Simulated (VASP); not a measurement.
# Na (I4/mmm) in VASP: further runs, part 2 of 2

VASP 6.6.1. Earlier steps stand in the parts before.

**4. Single point, PBEsol (strain +0.025 along x and y, +0.050 along z)**

File INCAR:

```
ALGO = Fast
EDIFF = 1E-6
ENCUT = 520
GGA = PS
ISIF = 2
ISMEAR = 0
LASPH = T
LCHARG = F
LREAL = F
LWAVE = F
NBANDS = 10
NELM = 60
PREC = Accurate
SIGMA = 0.15
```

File KPOINTS:

```
k-points
0
Gamma
  16 16 16
```

File POSCAR:

```
Na
1.0
   -2.1704375000      2.1704375000      2.2233750000
    2.1704375000     -2.1704375000      2.2233750000
    2.1704375000      2.1704375000     -2.2233750000
Na
1
Direct
    0.0000000000      0.0000000000      0.0000000000
```

Potentials or basis: VASP PAW PBE potentials, release 64 (Na_pv).

On the command line:

```console
$ cat potpaw_PBE.64/Na_pv/POTCAR > POTCAR
$ mpirun -np 1 vasp_std > vasp.out
```

OUTCAR:

```text
EDIFF = 1E-6
   ENCUT = 520
   GGA = PS
   ISIF = 2
   ISMEAR = 0
   LASPH = T
   LREAL = F
   NELM = 60
   PREC = Accurate

 ion  position               nearest neighbor table
   1  0.000  0.000  0.000-

  LATTYP: Found a body centered tetragonal cell.
 ALAT       =     4.3408750000
 C/A-ratio  =     1.0243902439

  Lattice vectors:

 A1 = (  -2.1704375000,   2.1704375000,   2.2233750000)
 A2 = (   2.1704375000,  -2.1704375000,   2.2233750000)
 A3 = (   2.1704375000,   2.1704375000,  -2.2233750000)

Analysis of symmetry for initial positions (statically):
=====================================================================
 Subroutine PRICEL returns:
 Original cell was already a primitive cell.

 Routine SETGRP: Setting up the symmetry group for a
 body centered tetragonal supercell.

 Subroutine GETGRP returns: Found 16 space group operations
 (whereof 16 operations were pure point group operations)
 out of a pool of 16 trial point group operations.

The static configuration has the point symmetry D_4h.

Analysis of symmetry for dynamics (positions and initial velocities):
[... 163 lines left out ...]
 Fermi energy:        -0.0188216287

 k-point     1 :       0.0000    0.0000    0.0000
  band No.  band energies     occupation
      1     -24.9129      2.00000
      2     -24.9129      2.00000
      3     -24.9129      2.00000
      4      -3.0459      2.00000
      5      10.8352      0.00000
      6      10.8352      0.00000
      7      11.1701      0.00000
      8      11.7161      0.00000
      9      12.0676      0.00000
     10      12.2802      0.00000
[... 287 lines left out ...]
 k-point    24 :      -0.0625    0.0625    0.0000
  band No.  band energies     occupation
      1     -24.9138      2.00000
      2     -24.9132      2.00000
      3     -24.9130      2.00000
      4      -2.9817      2.00000
      5      10.2155      0.00000
      6      10.3789      0.00000
      7      10.5000      0.00000
      8      11.1023      0.00000
      9      11.5202      0.00000
     10      12.4364      0.00000

 [... further k-points ...]

------------------------ aborting loop because EDIFF is reached ----------------------------------------

  FORCE on cell =-STRESS in cart. coord.  units (eV):
  Direction    XX          YY          ZZ          XY          YZ          ZX
  --------------------------------------------------------------------------------------
  -------------------------------------------------------------------------------------
  Total       -0.1911300     -0.1911300     -0.1954468      0.0000000      0.0000000      0.0000000
  in kB       -7.3092388     -7.3092388     -7.4743249      0.0000000      0.0000000      0.0000000
  external PRESSURE =      -7.3642675 kB  Pullay stress =       0.0000000 kB

 VOLUME and BASIS-vectors are now :
 -----------------------------------------------------------------------------
  energy-cutoff  :      520.00
  volume of cell :       41.90
      direct lattice vectors                 reciprocal lattice vectors
    -2.170437500  2.170437500  2.223375000     0.000000000  0.230368301  0.224883342
     2.170437500 -2.170437500  2.223375000     0.230368301  0.000000000  0.224883342
     2.170437500  2.170437500 -2.223375000     0.230368301  0.230368301  0.000000000

 POSITION                                       TOTAL-FORCE (eV/Angst)
 -----------------------------------------------------------------------------------
      0.00000      0.00000      0.00000        -0.000000      0.000000      0.000000
 -----------------------------------------------------------------------------------
    total drift:                                0.000000     -0.000000      0.000000

  FREE ENERGIE OF THE ION-ELECTRON SYSTEM (eV)
  ---------------------------------------------------
  free  energy   TOTEN  =        -1.3854862210 eV

  energy  without entropy=       -1.3800097619  energy(sigma->0) =       -1.38274799
```

Run time: 2.7 min. Hardware: 1 thread of Oxide Virtual Turin-like, shared host; peak memory 0.2 GiB.

What came out:

```
Free energy : -1.3855 eV
Pressure    : -0.7 GPa
```

Caveat: the cell differs from its parent crystal (strain +0.025 along x and y, +0.050 along z); the PAW data sets were made with another functional, which shifts forces and pressure a little.

**5. Single point, PBEsol (strain +0.050 along x and y, +0.025 along z)**

File INCAR:

```
SYSTEM = Na
ALGO = Normal
EDIFF = 1E-7
ENCUT = 520
GGA = PS
ISIF = 2
ISMEAR = 0
LASPH = .TRUE.
LCHARG = .FALSE.
LREAL = .FALSE.
LWAVE = .FALSE.
NBANDS = 10
NELM = 100
PREC = Accurate
SIGMA = 0.15
```

File KPOINTS:

```
k-points
0
G
  16 16 16
  0 0 0
```

File POSCAR:

```
Na
1.0
   -2.2233750000      2.2233750000      2.1704375000
    2.2233750000     -2.2233750000      2.1704375000
    2.2233750000      2.2233750000     -2.1704375000
Na
1
Direct
    0.0000000000      0.0000000000      0.0000000000
```

Potentials or basis: VASP PAW PBE potentials, release 64 (Na_pv).

On the command line:

```console
$ cat potpaw_PBE.64/Na_pv/POTCAR > POTCAR
$ mpirun -np 1 vasp_std > vasp.out
```

OUTCAR:

```text
SYSTEM = Na
   EDIFF = 1E-7
   ENCUT = 520
   GGA = PS
   ISIF = 2
   ISMEAR = 0
   LASPH = .TRUE.
   LREAL = .FALSE.
   NELM = 100
   PREC = Accurate

 ion  position               nearest neighbor table
   1  0.000  0.000  0.000-

  LATTYP: Found a body centered tetragonal cell.
 ALAT       =     4.4467500000
 C/A-ratio  =     0.9761904762

  Lattice vectors:

 A1 = (  -2.2233750000,   2.2233750000,   2.1704375000)
 A2 = (   2.2233750000,  -2.2233750000,   2.1704375000)
 A3 = (   2.2233750000,   2.2233750000,  -2.1704375000)

Analysis of symmetry for initial positions (statically):
=====================================================================
 Subroutine PRICEL returns:
 Original cell was already a primitive cell.

 Routine SETGRP: Setting up the symmetry group for a
 body centered tetragonal supercell.

 Subroutine GETGRP returns: Found 16 space group operations
 (whereof 16 operations were pure point group operations)
 out of a pool of 16 trial point group operations.

The static configuration has the point symmetry D_4h.

Analysis of symmetry for dynamics (positions and initial velocities):
=====================================================================
 Subroutine PRICEL returns:
 Original cell was already a primitive cell.

 Routine SETGRP: Setting up the symmetry group for a
 body centered tetragonal supercell.

 Subroutine GETGRP returns: Found 16 space group operations
 (whereof 16 operations were pure point group operations)
 out of a pool of 16 trial point group operations.

The dynamic configuration has the point symmetry D_4h.

 Subroutine INISYM returns: Found 16 space group operations
 (whereof 16 operations are pure point group operations),
 and found     1 'primitive' translations

----------------------------------------------------------------------------------------

[... 112 lines left out ...]
  Fermi-wavevector in a.u.,A,eV,Ry     =   0.894465  1.690293 10.885577  0.800067
  Thomas-Fermi vector in A             =   2.016673
   LORBIT       =      0    0 simple, 1 ext, 2 COOP (PROOUT), +10 PAW based schemes
   GGA     = PS    functional components
   LHFCALC =     F    Hartree Fock is set to
   AEXX    =    0.0000 exact exchange contribution
   IVDW    =     0    specifies the selected vdW correction
   LEPSILON=     F    determine dielectric tensor
   LRPA    =     F    only Hartree local field effects (RPA)
 non-spin polarized calculation
 Gauss-broadening in eV      SIGMA  =   0.15
  energy-cutoff  :      520.00
  volume of cell :       42.92
 maximum number of plane-waves:      1176
   NGX = 15   NGY = 15   NGZ = 15

 number of electron       6.9999990 magnetization

 Free energy of the ion-electron system (eV)
  ---------------------------------------------------
  ext. energy  EPLUGINS =         0.00000000
  ---------------------------------------------------
  free energy    TOTEN  =        -1.37960094 eV

  energy without entropy =       -1.37405246  energy(sigma->0) =       -1.37682670

 E-fermi :  -0.0774     XC(G=0):  -6.1285

 val. band max:       -0.0976658621   @ k =   0.5000   0.1875  -0.0000
 cond. band min:      -0.0769283294   @ k =  -0.4375   0.4375   0.0625
 fundamental gap:      0.0207375327
 Fermi energy:        -0.0773938005

 k-point     1 :       0.0000    0.0000    0.0000
  band No.  band energies     occupation
      1     -24.9923      2.00000
      2     -24.9922      2.00000
      3     -24.9922      2.00000
      4      -3.0577      2.00000
      5      10.5171      0.00000
      6      10.8534      0.00000
      7      10.8534      0.00000
      8      11.4960      0.00000
      9      11.8294      0.00000
     10      11.8953      0.00000
[... 287 lines left out ...]
 k-point    24 :      -0.0625    0.0625    0.0000
  band No.  band energies     occupation
      1     -24.9931      2.00000
      2     -24.9925      2.00000
      3     -24.9922      2.00000
      4      -2.9965      2.00000
      5       9.6158      0.00000
      6      10.4408      0.00000
      7      10.5388      0.00000
      8      11.0633      0.00000
      9      11.1981      0.00000
     10      11.9471      0.00000

 [... further k-points ...]

------------------------ aborting loop because EDIFF is reached ----------------------------------------

  FORCE on cell =-STRESS in cart. coord.  units (eV):
  Direction    XX          YY          ZZ          XY          YZ          ZX
  --------------------------------------------------------------------------------------
  -------------------------------------------------------------------------------------
  Total       -0.2635612     -0.2635612     -0.2551462      0.0000000     -0.0000000      0.0000000
  in kB       -9.8391891     -9.8391891     -9.5250426      0.0000000     -0.0000000      0.0000000
  external PRESSURE =      -9.7344736 kB  Pullay stress =       0.0000000 kB

 VOLUME and BASIS-vectors are now :
 -----------------------------------------------------------------------------
  energy-cutoff  :      520.00
  volume of cell :       42.92
      direct lattice vectors                 reciprocal lattice vectors
    -2.223375000  2.223375000  2.170437500     0.000000000  0.224883342  0.230368301
     2.223375000 -2.223375000  2.170437500     0.224883342  0.000000000  0.230368301
     2.223375000  2.223375000 -2.170437500     0.224883342  0.224883342  0.000000000

 POSITION                                       TOTAL-FORCE (eV/Angst)
 -----------------------------------------------------------------------------------
      0.00000      0.00000      0.00000         0.000000     -0.000000      0.000000
 -----------------------------------------------------------------------------------
    total drift:                                0.000000     -0.000000      0.000000

  FREE ENERGIE OF THE ION-ELECTRON SYSTEM (eV)
  ---------------------------------------------------
  free  energy   TOTEN  =        -1.3796009447 eV

  energy  without entropy=       -1.3740524638  energy(sigma->0) =       -1.37682670
```

Wall time 98 s (1 thread of Oxide Virtual Turin-like, shared host); peak memory 0.21 GiB.

Results:

* Free energy: -1.3796 eV
* Pressure: -1.0 GPa

Levels at points of the mesh, in eV from the Fermi level:
```tsv
k point	band 1	band 2	band 3	band 4	band 5	band 6	band 7	band 8
(0.00, 0.00, 0.00)	-24.91	-24.91	-24.91	-2.98	10.59	10.93	10.93	11.57
(0.50, 0.00, 0.00)	-24.94	-24.92	-24.91	0.74	1.11	7.52	8.12	8.35
(0.50, 0.50, 0.00)	-24.94	-24.92	-24.91	0.66	1.00	7.80	8.40	8.64
(0.50, 0.50, 0.50)	-24.93	-24.93	-24.93	4.18	4.29	4.29	4.36	4.67
```

Caveat: the cell differs from its parent crystal (strain +0.050 along x and y, +0.025 along z); the PAW data sets were made with another functional, which shifts forces and pressure a little.

**6. Summary**

| cell | gap on the mesh (eV) | pressure (GPa) |
| --- | --- | --- |
| a = 3.698 Å, angles 110.1, 110.1, 108.1°, 1 atom | none | -0.4 |
| a = 3.729 Å, angles 108.8, 108.8, 110.8°, 1 atom | none | -0.6 |
| a = 3.790 Å, angles 110.1, 110.1, 108.2°, 1 atom | none | -0.7 |
| a = 3.821 Å, angles 108.8, 108.8, 110.8°, 1 atom | none | -1.0 |

Alike in all rows: task single point; level PBEsol; potentials or basis VASP PAW PBE potentials, release 64 (Na_pv); no spin polarisation; k mesh 16 × 16 × 16; cutoff (eV) 520; smearing gaussian 0.15 eV.

Caveats: the PAW data sets were made with another functional, which shifts forces and pressure a little.

Total energies depend on the potentials used, so only differences within one code and one set of settings carry meaning.
